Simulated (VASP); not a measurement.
AlB3P4:

```
Al B P
1.0
    -2.45870    2.45870    4.91740
     2.45870   -2.45870    4.91740
     2.45870    2.45870   -4.91740
Al B P
1 3 4
Direct
  0.00000 0.00000 0.00000
  0.50000 0.50000 0.00000
  0.25000 0.75000 0.50000
  0.75000 0.25000 0.50000
  0.62500 0.62500 0.50000
  0.12500 0.12500 0.50000
  0.87500 0.37500 0.00000
  0.37500 0.87500 0.00000
```

* Program: VASP 6.6.1
* Task: relaxation of cell and atoms
* Functional: PBE
* Potentials or basis: VASP PAW PBE potentials, release 64 (Al, B, P)
* Cutoff: 600 eV
* k mesh: 6 × 6 × 6
* Occupations: gaussian, width 0.1 eV
* Spin: no spin polarisation

At the start: pressure -3.0 GPa; volume 14.86 Å³/atom.

How do energy, volume and symmetry change on relaxing?

Over 6 steps the energy falls by 248.0 meV/atom and the volume is 13.80 Å³/atom (-7.1 %); space group I-42m (No. 121, to 0.1 Å) before and after.

The path:
```csv
step,energy change (eV),largest force (eV/Å),pressure (GPa),volume (Å³)
1,0.0000,4.6812,-2.98,118.91
2,-1.8803,0.7646,-4.39,114.20
3,-1.8905,0.5903,-4.55,114.55
4,-1.9563,0.0647,3.32,107.78
5,-1.9783,0.2329,0.51,109.96
6,-1.9843,0.0159,0.01,110.43
```

Final structure:
```
Al B P
1.0
    -2.40176    2.40176    4.78611
     2.40176   -2.40176    4.78611
     2.40176    2.40176   -4.78611
Al B P
1 3 4
Direct
  0.00000 0.00000 0.00000
  0.50000 0.50000 0.00000
  0.25000 0.75000 0.50000
  0.75000 0.25000 0.50000
  0.58821 0.58821 0.44547
  0.14274 0.14274 0.55453
  0.85726 0.41179 0.00000
  0.41179 0.85726 0.00000
```
